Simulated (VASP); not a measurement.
Wanted: the native input for a VASP 6.6.1 run.

| Property | Result |
| --- | --- |
| Task | single point |
| Functional | PBEsol |
| Potentials or basis | VASP PAW PBE potentials, release 64 (Al, N) |
| Cutoff | 520 eV |
| k mesh | 8 × 8 × 3 |
| Occupations | gaussian, width 0.05 eV |
| Spin | no spin polarisation |
| Dipole correction | no |
| Further INCAR settings | ALGO = Normal; EDIFF = 1e-06; NBANDS = 26 |

The structure of AlN lies in POSCAR:

```
AlN
1.0
   -3.1135599822      0.0000000000      0.0000000000
   -1.5567799911     -2.6964220408      0.0000000000
   -0.3891949978     -0.6741055102      9.9667009506
Al N
4 4
Direct
    0.3333333333      0.1072070687      0.9045050585
    0.3333333333      0.2322070687      0.4045050585
    0.6666666667      0.6280404020      0.1545050585
    0.6666666667      0.5030404020      0.6545050585
    0.3333333333      0.3094595980      0.0954949415
    0.3333333333      0.1844595980      0.5954949415
    0.6666666667      0.5802929313      0.3454949415
    0.6666666667      0.4552929313      0.8454949415
```

The input as run:

INCAR

```
ALGO = Normal
EDIFF = 1E-6
ENCUT = 520
GGA = PS
ISIF = 2
ISMEAR = 0
LASPH = True
LCHARG = False
LREAL = False
LWAVE = False
NBANDS = 26
NELM = 100
PREC = Accurate
SIGMA = 0.05
```

KPOINTS

```
k-points
0
Gamma
  8 8 3
```

Potentials or basis: VASP PAW PBE potentials, release 64 (Al, N).

The run is started by

```sh
$ cat potpaw_PBE.64/Al/POTCAR potpaw_PBE.64/N/POTCAR > POTCAR
$ mpirun -np 1 vasp_std > vasp.out
```

Results of the run:

The pressure is -0.8 GPa, the largest force is 1.319 eV/Å and the band gap on the k mesh is 3.53 eV, direct.

Caveat: the PAW data sets were made with another functional, which shifts forces and pressure a little.

It took 120 s on 1 thread of Intel(R) Xeon(R) Platinum 8559C (Emerald Rapids) (shared host), peak memory 0.29 GiB.
